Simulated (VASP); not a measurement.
Ca2Sn2N, 5 atoms in the cell. It takes space group P-3m1 (No. 164, trigonal). Conventional cell: a = 3.667 Å, b = 3.667 Å, c = 10.213 Å, α = 90.00°, β = 90.00°, γ = 120.00°. Ca (site symmetry 3m) has 3 N at 2.45 Å within 3.2 Å. Sn (site symmetry 3m) has 9 Sn at 3.00 to 3.67 Å and 3 Ca at 3.52 Å within 3.9 Å. N (site symmetry -3m) has 6 Ca at 2.45 Å within 3.2 Å. 

* Program: VASP 6.6.1
* Task: single point
* Functional: PBE
* Potentials or basis: VASP PAW PBE potentials, release 64 (Ca_sv, Sn_d, N)
* Cutoff: 520 eV
* k mesh: 12 × 12 × 4
* Occupations: gaussian, width 0.1 eV
* Spin: no spin polarisation
* Dipole correction: no
* Further INCAR settings: ALGO = Normal; EDIFF = 1e-06; NBANDS = 34

Potentials or basis: VASP PAW PBE potentials, release 64 (Ca_sv, Sn_d, N).

Launch:

```bash
$ cat potpaw_PBE.64/Ca_sv/POTCAR potpaw_PBE.64/Sn_d/POTCAR potpaw_PBE.64/N/POTCAR > POTCAR
$ mpirun -np 1 vasp_std > vasp.out
```

Hardware: 1 thread of Intel(R) Xeon(R) 6975P-C (Granite Rapids) (shared host).

Question: Estimate the wall time of this run.

Answer: Run time: 2.6 min on 1 thread of Intel(R) Xeon(R) 6975P-C (Granite Rapids) (shared host), peak memory 0.41 GiB. Counts: scf iterations 15, k points 69.
